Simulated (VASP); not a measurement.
Write the native input for VASP 6.6.1 that does the following.

```yaml
Task: single point
Functional: PBE
Potentials_or_basis: VASP PAW PBE potentials, release 64 (Cu, Au)
Cutoff: 520 eV
k_mesh: 18 × 18 × 14
Occupations: gaussian, width 0.15 eV
Spin: no spin polarisation
Dipole_correction: no
Further_INCAR_settings: ALGO = Fast; EDIFF = 1e-06; NBANDS = 18
```

The structure of CuAu lies in POSCAR:

```
CuAu
1.0
    2.8420000000      0.0000000000      0.0000000000
    0.0000000000      2.8420000000      0.0000000000
    0.0000000000      0.0000000000      3.7250500000
Cu Au
1 1
Direct
    0.5000000000      0.5000000000      0.5000000000
    0.0000000000      0.0000000000      0.0000000000
```

This cell differs from its parent crystal: strain +0.015 along x and y, +0.015 along z.

These files were run (other wordings do the same):

INCAR

```
SYSTEM = CuAu
PREC     = Accurate       ! precision mode
ENCUT    = 520            ! plane-wave cutoff, eV
EDIFF    = 1E-6           ! SCF threshold, eV
ISMEAR   = 0              ! smearing method
SIGMA    = 0.15           ! smearing width, eV
LREAL    = .False.        ! projectors in reciprocal space
LASPH    = .True.         ! aspherical terms in the spheres
NELM     = 100            ! most SCF steps
ALGO     = Fast           ! electronic algorithm
ISIF     = 2              ! what is computed and relaxed
LWAVE    = .False.        ! write WAVECAR
LCHARG   = .False.        ! write CHGCAR
GGA      = PE             ! functional
NBANDS   = 18             ! bands
```

KPOINTS

```
Automatic mesh
0
Gamma
  18 18 14
  0 0 0
```

Potentials or basis: VASP PAW PBE potentials, release 64 (Cu, Au).

Run with:

```sh
$ cat potpaw_PBE.64/Cu/POTCAR potpaw_PBE.64/Au/POTCAR > POTCAR
$ mpirun -np 1 vasp_std > vasp.out
```

Results of the run:

- Pressure: -0.1 GPa
- Band gap on the k mesh: zero (band 11 reaches 13.49 eV, above the bottom of band 12 at 6.34 eV)

Caveat: the cell differs from its parent crystal (strain +0.015 along x and y, +0.015 along z); spin-orbit coupling is left out, which moves the levels of the heavy elements.

Wall time 3.5 min on 1 thread of Intel(R) Xeon(R) Platinum 8175M CPU @ 2.50GHz (Skylake/Cascade Lake), on a shared host, peak memory 0.35 GiB.
